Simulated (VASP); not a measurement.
# SbMo (P2_13) in VASP: further runs

The runs below take SbMo through relaxation of cell and atoms, single point, with PBE.

All numbers are computed with VASP 6.6.1; they aren't measurements. Logs are shortened: lines on timing, memory, paths and dates and some standing lists are left out, and cuts for length are marked.

## 1. The cell of the first run

Symmetry: P2_13, No. 198, cubic system. Conventional cell: a = 5.397 Å, b = 5.397 Å, c = 5.397 Å, α = 90.00°, β = 90.00°, γ = 90.00°. Within 3.6 Å of Sb (site symmetry 3) lie 7 Mo at 2.71 to 3.04 Å and 6 Sb at 3.31 Å. Mo (site symmetry 3) has 7 Sb at 2.71 to 3.04 Å and 6 Mo at 3.34 Å within 3.6 Å.

## 2. Relaxation of cell and atoms, PBE

Contents of INCAR:

```
  ALGO = Normal
  EDIFF = 1E-7
  EDIFFG = -0.04
  ENCUT = 600
  GGA = PE
  IBRION = 2
  ISIF = 3
  ISMEAR = 0
  LASPH = T
  LCHARG = F
  LREAL = F
  LWAVE = F
  NELM = 80
  NSW = 90
  PREC = Accurate
  SIGMA = 0.1
```

Contents of KPOINTS:

```
k-points
0
Gamma
  4 4 4
```

Contents of POSCAR:

```
SbMo
1.0
    5.3966604752      0.0000000000      0.0000000000
    0.0000000000      5.3966604752      0.0000000000
    0.0000000000      0.0000000000      5.3966604752
Sb Mo
4 4
Direct
    0.1340000000      0.1340000000      0.1340000000
    0.3660000000      0.8660000000      0.6340000000
    0.6340000000      0.3660000000      0.8660000000
    0.8660000000      0.6340000000      0.3660000000
    0.8445000000      0.8445000000      0.8445000000
    0.6555000000      0.1555000000      0.3445000000
    0.3445000000      0.6555000000      0.1555000000
    0.1555000000      0.3445000000      0.6555000000
```

Potentials or basis: VASP PAW PBE potentials, release 64 (Sb, Mo_sv).

The run is started by

```console
cat potpaw_PBE.64/Sb/POTCAR potpaw_PBE.64/Mo_sv/POTCAR > POTCAR
mpirun -np 1 vasp_std > vasp.out
```

OUTCAR:

```text
EDIFF = 1E-7
   EDIFFG = -0.04
   ENCUT = 600
   GGA = PE
   IBRION = 2
   ISIF = 3
   ISMEAR = 0
   LASPH = T
   LREAL = F
   NELM = 80
   NSW = 90
   PREC = Accurate

 ion  position               nearest neighbor table
   1  0.134  0.134  0.134-   5 2.71   6 2.82   7 2.82   8 2.82   7 3.04   8 3.04   6 3.04   3 3.31
                             4 3.31   2 3.31   2 3.31   4 3.31   3 3.31
   2  0.366  0.866  0.634-   6 2.71   5 2.82   7 2.82   8 2.82   7 3.04   8 3.04   5 3.04   1 3.31
                             1 3.31   3 3.31   3 3.31   4 3.31   4 3.31
   3  0.634  0.366  0.866-   7 2.71   6 2.82   5 2.82   8 2.82   8 3.04   6 3.04   5 3.04   1 3.31
                             4 3.31   2 3.31   2 3.31   4 3.31   1 3.31
   4  0.866  0.634  0.366-   8 2.71   6 2.82   7 2.82   5 2.82   6 3.04   5 3.04   7 3.04   1 3.31
                             3 3.31   2 3.31   1 3.31   2 3.31   3 3.31
   5  0.844  0.844  0.844-   1 2.71   2 2.82   3 2.82   4 2.82   3 3.04   4 3.04   2 3.04   6 3.34
                             7 3.34   8 3.34   6 3.34   8 3.34   7 3.34
   6  0.656  0.156  0.344-   2 2.71   1 2.82   3 2.82   4 2.82   3 3.04   4 3.04   1 3.04   8 3.34
                             5 3.34   5 3.34   7 3.34   7 3.34   8 3.34
   7  0.344  0.656  0.156-   3 2.71   2 2.82   1 2.82   4 2.82   4 3.04   2 3.04   1 3.04   8 3.34
                             5 3.34   8 3.34   6 3.34   6 3.34   5 3.34
   8  0.156  0.344  0.656-   4 2.71   2 2.82   3 2.82   1 2.82   2 3.04   1 3.04   3 3.04   7 3.34
                             5 3.34   7 3.34   5 3.34   6 3.34   6 3.34

  LATTYP: Found a simple cubic cell.
 ALAT       =     5.3966604752

  Lattice vectors:

 A1 = (   5.3966604752,   0.0000000000,   0.0000000000)
 A2 = (   0.0000000000,   5.3966604752,   0.0000000000)
 A3 = (   0.0000000000,   0.0000000000,   5.3966604752)

Analysis of symmetry for initial positions (statically):
=====================================================================
 Subroutine PRICEL returns:
 Original cell was already a primitive cell.

 Routine SETGRP: Setting up the symmetry group for a
 simple cubic supercell.

 Subroutine GETGRP returns: Found 12 space group operations
 (whereof  3 operations were pure point group operations)
 out of a pool of 48 trial point group operations.

The static configuration has the point symmetry C_3 .
 The point group associated with its full space group is T   .

Analysis of symmetry for dynamics (positions and initial velocities):
=====================================================================
 Subroutine PRICEL returns:
 Original cell was already a primitive cell.

 Routine SETGRP: Setting up the symmetry group for a
 simple cubic supercell.

 Subroutine GETGRP returns: Found 12 space group operations
 (whereof  3 operations were pure point group operations)
 out of a pool of 48 trial point group operations.

The dynamic configuration has the point symmetry C_3 .
[... 110 lines left out ...]
   NUPDOWN=      -1.0000    fix difference up-down
   EMIN   =  10.00;   EMAX   =-10.00  energy-range for DOS
   EFERMI =   0.00;   METHOD = LEGACY
   ISMEAR =     0;   SIGMA  =   0.10  broadening in eV -4-tet -1-fermi 0-gaus
   EFERMI_NEDOS =   21; number of points for ismear=-14 and -15
   IALGO  =     38    algorithm
   IMIX   =      4    mixing-type and parameters
     AMIX     =   0.40;   BMIX     =  1.00
     AMIX_MAG =   1.60;   BMIX_MAG =  1.00
  volume/ion in A,a.u.               =      19.65       132.58
  Fermi-wavevector in a.u.,A,eV,Ry     =   1.284954  2.428211 22.464674  1.651107
  Thomas-Fermi vector in A             =   2.417117
   LORBIT       =      0    0 simple, 1 ext, 2 COOP (PROOUT), +10 PAW based schemes
   GGA     = PE    functional components
   LHFCALC =     F    Hartree Fock is set to
   AEXX    =    0.0000 exact exchange contribution
   IVDW    =     0    specifies the selected vdW correction
   LEPSILON=     F    determine dielectric tensor
   LRPA    =     F    only Hartree local field effects (RPA)
 conjugate gradient relaxation of ions
 non-spin polarized calculation
 Gauss-broadening in eV      SIGMA  =   0.10
  energy-cutoff  :      600.00
  volume of cell :      157.17
 maximum number of plane-waves:      5257
 NGX is ok and might be reduce to    48
   NGX = 21   NGY = 21   NGZ = 21

--------------------------------------- Ionic step        1  -------------------------------------------

 number of electron      76.0000012 magnetization

 Free energy of the ion-electron system (eV)
  ---------------------------------------------------
  ext. energy  EPLUGINS =         0.00000000
  ---------------------------------------------------
  free energy    TOTEN  =       -57.23276920 eV

  energy without entropy =      -57.18245505  energy(sigma->0) =      -57.20761212

------------------------ aborting loop because EDIFF is reached ----------------------------------------

  FORCE on cell =-STRESS in cart. coord.  units (eV):
  Direction    XX          YY          ZZ          XY          YZ          ZX
  --------------------------------------------------------------------------------------
  -------------------------------------------------------------------------------------
  Total       -4.2682230     -4.2682230     -4.2682230      0.0000000     -0.0000000      0.0000000
  in kB      -43.5093298    -43.5093298    -43.5093298      0.0000000     -0.0000000      0.0000000
  external PRESSURE =     -43.5093298 kB  Pullay stress =       0.0000000 kB
[... 107 lines left out ...]
  FREE ENERGIE OF THE ION-ELECTRON SYSTEM (eV)
  ---------------------------------------------------
  free  energy   TOTEN  =       -57.9040689454 eV

  energy  without entropy=      -57.8667011496  energy(sigma->0) =      -57.88538505

[... ionic steps 4 to 12 ...]

--------------------------------------- Ionic step       13  -------------------------------------------

 number of electron      75.9999997 magnetization

------------------------ aborting loop because EDIFF is reached ----------------------------------------
[... 79 lines left out ...]
--------------------------------------- Ionic step       15  -------------------------------------------

 number of electron      75.9999998 magnetization

 Free energy of the ion-electron system (eV)
  ---------------------------------------------------
  ext. energy  EPLUGINS =         0.00000000
  ---------------------------------------------------
  free energy    TOTEN  =       -58.69476013 eV

  energy without entropy =      -58.64867263  energy(sigma->0) =      -58.67171638

 E-fermi :  11.7608     XC(G=0): -12.0593

 val. band max:       11.7554523683   @ k =   0.2500   0.0000   0.0000
 cond. band min:      11.8302346200   @ k =   0.5000   0.5000   0.0000
 fundamental gap:      0.0747822517
 Fermi energy:        11.7608318120

 k-point     1 :       0.0000    0.0000    0.0000
  band No.  band energies     occupation
      1     -49.1532      2.00000
      2     -49.1268      2.00000
      3     -49.1268      2.00000
      4     -49.1268      2.00000
      5     -23.3569      2.00000
      6     -23.3569      2.00000
[... 552 lines left out ...]
  FREE ENERGIE OF THE ION-ELECTRON SYSTEM (eV)
  ---------------------------------------------------
  free  energy   TOTEN  =       -58.6947601339 eV

  energy  without entropy=      -58.6486726331  energy(sigma->0) =      -58.67171638

 reached required accuracy - stopping structural energy minimisation
```

OSZICAR:

```text
N       E                     dE             d eps       ncg     rms          rms(c)
DAV:   1     0.910290651704E+03    0.91029E+03   -0.43368E+04  1078   0.177E+03
[... 157 lines left out ...]
DAV:   2    -0.586948144360E+02    0.20953E-02   -0.18716E-02  1010   0.795E-01    0.669E-02
DAV:   3    -0.586947731531E+02    0.41283E-04   -0.70364E-04  1431   0.130E-01    0.430E-02
DAV:   4    -0.586947529313E+02    0.20222E-04   -0.23621E-04  1222   0.540E-02    0.160E-02
DAV:   5    -0.586947529527E+02   -0.21437E-07   -0.41084E-05  1133   0.274E-02    0.146E-02
DAV:   6    -0.586947596360E+02   -0.66833E-05   -0.66398E-06  1131   0.960E-03    0.288E-03
DAV:   7    -0.586947600818E+02   -0.44579E-06   -0.15910E-06  1045   0.394E-03    0.341E-04
DAV:   8    -0.586947601339E+02   -0.52151E-07   -0.75143E-08   595   0.112E-03
  15 F= -.58694760E+02 E0= -.58671716E+02  d E =-.871191E-03
```

Wall time 20 min (1 thread of Intel Xeon Platinum 8259CL at 2.50GHz (Skylake/Cascade Lake), shared host); peak memory 0.39 GiB.

Results:

| Property | Result |
| --- | --- |
| Free energy | -58.6948 eV |
| Relaxed volume | 18.85 Å³/atom |
| Relaxed cell | a = 5.323 Å, b = 5.323 Å, c = 5.323 Å, α = 90.00°, β = 90.00°, γ = 90.00° |
| Space group after relaxing (to 0.1 Å) | P2_13 (No. 198) |
| Energy gained by relaxing | 182.7 meV/atom |
| Ionic steps | 15 |
| Pressure after relaxing | 0.0 GPa |
| Band gap on the k mesh | zero (bands 38 and 39 overlap by 0.37 eV) |

The path:
```tsv
step	energy change (eV)	largest force (eV/Å)	pressure (GPa)	volume (Å³)
1	0.0000	1.6351	-4.35	157.17
2	-0.6479	1.5342	5.78	145.35
3	-0.6713	1.4215	9.24	142.46
4	-0.9821	0.9069	8.31	142.74
5	-1.2434	0.3345	8.10	143.29
6	-1.4095	0.4115	1.08	148.93
7	-1.4141	0.4265	-0.23	150.14
8	-1.4248	0.3788	-0.19	150.17
9	-1.4484	0.2256	-0.04	150.27
10	-1.4545	0.1877	0.46	150.46
11	-1.4592	0.1131	0.22	150.38
12	-1.4592	0.1174	0.23	150.39
13	-1.4609	0.0763	-0.16	150.83
14	-1.4611	0.0545	-0.37	151.06
15	-1.4620	0.0017	-0.02	150.80
```

Final structure:
```cif
data_structure
_symmetry_space_group_name_H-M 'P 1'
_symmetry_Int_Tables_number 1
_cell_length_a 5.3227
_cell_length_b 5.3227
_cell_length_c 5.3227
_cell_angle_alpha 90.000
_cell_angle_beta 90.000
_cell_angle_gamma 90.000
_cell_volume 150.80
loop_
_atom_site_label
_atom_site_type_symbol
_atom_site_fract_x
_atom_site_fract_y
_atom_site_fract_z
_atom_site_occupancy
Sb1 Sb 0.15884 0.15884 0.15884 1
Sb2 Sb 0.34116 0.84116 0.65884 1
Sb3 Sb 0.65884 0.34116 0.84116 1
Sb4 Sb 0.84116 0.65884 0.34116 1
Mo1 Mo 0.86528 0.86528 0.86528 1
Mo2 Mo 0.63472 0.13472 0.36528 1
Mo3 Mo 0.36528 0.63472 0.13472 1
Mo4 Mo 0.13472 0.36528 0.63472 1
```

Levels at points of the mesh, in eV from the Fermi level:
```tsv
k point	band 36	band 37	band 38	band 39	band 40	band 41
(0.00, 0.00, 0.00)	0.12	0.12	0.12	0.61	0.61	1.36
(0.50, 0.00, 0.00)	-0.97	0.13	0.13	0.47	0.47	0.93
(0.50, 0.50, 0.00)	-0.89	-0.85	-0.85	0.07	0.07	1.12
(0.50, 0.50, 0.50)	-0.53	-0.05	-0.05	-0.05	-0.05	0.98
```

Caveat: spin-orbit coupling is left out, which moves the levels of the heavy elements.

## 3. Single point, PBE

This run uses another cell than the first one, of 18.87 Å³/atom.

Contents of INCAR:

```
SYSTEM = SbMo
PREC = Accurate
ENCUT = 520
EDIFF = 1E-6
ISMEAR = 0
SIGMA = 0.1
LREAL = .False.
LASPH = .True.
NELM = 100
ALGO = Normal
ISIF = 2
LWAVE = .False.
LCHARG = .False.
GGA = PE
NBANDS = 48
```

Contents of KPOINTS:

```
Automatic mesh
0
Gamma
  8 8 8
  0 0 0
```

Contents of POSCAR:

```
SbMo
1.0
    5.3243876682      0.0000000000      0.0000000000
    0.0000000000      5.3243876682      0.0000000000
    0.0000000000      0.0000000000      5.3243876682
Sb Mo
4 4
Direct
    0.1589298264      0.1589298264      0.1589298264
    0.3410701736      0.8410701736      0.6589298264
    0.6589298264      0.3410701736      0.8410701736
    0.8410701736      0.6589298264      0.3410701736
    0.8657112032      0.8657112032      0.8657112032
    0.6342887968      0.1342887968      0.3657112032
    0.3657112032      0.6342887968      0.1342887968
    0.1342887968      0.3657112032      0.6342887968
```

Potentials or basis: VASP PAW PBE potentials, release 64 (Sb, Mo_sv).

The run is started by

```console
cat potpaw_PBE.64/Sb/POTCAR potpaw_PBE.64/Mo_sv/POTCAR > POTCAR
mpirun -np 1 vasp_std > vasp.out
```

It took 5.3 min on 1 thread of Intel Xeon Platinum 8259CL at 2.50GHz (Skylake/Cascade Lake), shared host; peak memory 0.4 GiB.

Results (log left out):

```yaml
Free_energy: -58.6726 eV
Pressure: 0.0 GPa
Largest_force: 0.007 eV/Å
Band_gap_on_the_k_mesh: zero (bands 38 and 39 overlap by 0.43 eV)
```

Forces on the atoms (eV/Å):
```
Sb  -0.001 -0.001 -0.001
Sb   0.001  0.001 -0.001
Sb  -0.001  0.001  0.001
Sb   0.001 -0.001  0.001
Mo   0.004  0.004  0.004
Mo  -0.004 -0.004  0.004
Mo   0.004 -0.004 -0.004
Mo  -0.004  0.004 -0.004
```

Levels at points of the mesh, in eV from the Fermi level:
| k point | band 34 | band 35 | band 36 | band 37 | band 38 | band 39 | band 40 | band 41 | band 42 | band 43 |
| --- | --- | --- | --- | --- | --- | --- | --- | --- | --- | --- |
| (0.00, 0.00, 0.00) | -1.76 | -1.76 | 0.11 | 0.11 | 0.11 | 0.61 | 0.61 | 1.36 | 1.36 | 1.36 |
| (0.50, 0.00, 0.00) | -2.00 | -0.97 | -0.97 | 0.13 | 0.13 | 0.46 | 0.46 | 0.93 | 0.93 | 1.50 |
| (0.50, 0.50, 0.00) | -1.40 | -0.89 | -0.89 | -0.85 | -0.85 | 0.06 | 0.06 | 1.12 | 1.12 | 1.41 |
| (0.50, 0.50, 0.50) | -0.54 | -0.54 | -0.54 | -0.05 | -0.05 | -0.05 | -0.05 | 0.98 | 0.98 | 0.98 |

Caveat: spin-orbit coupling is left out, which moves the levels of the heavy elements.
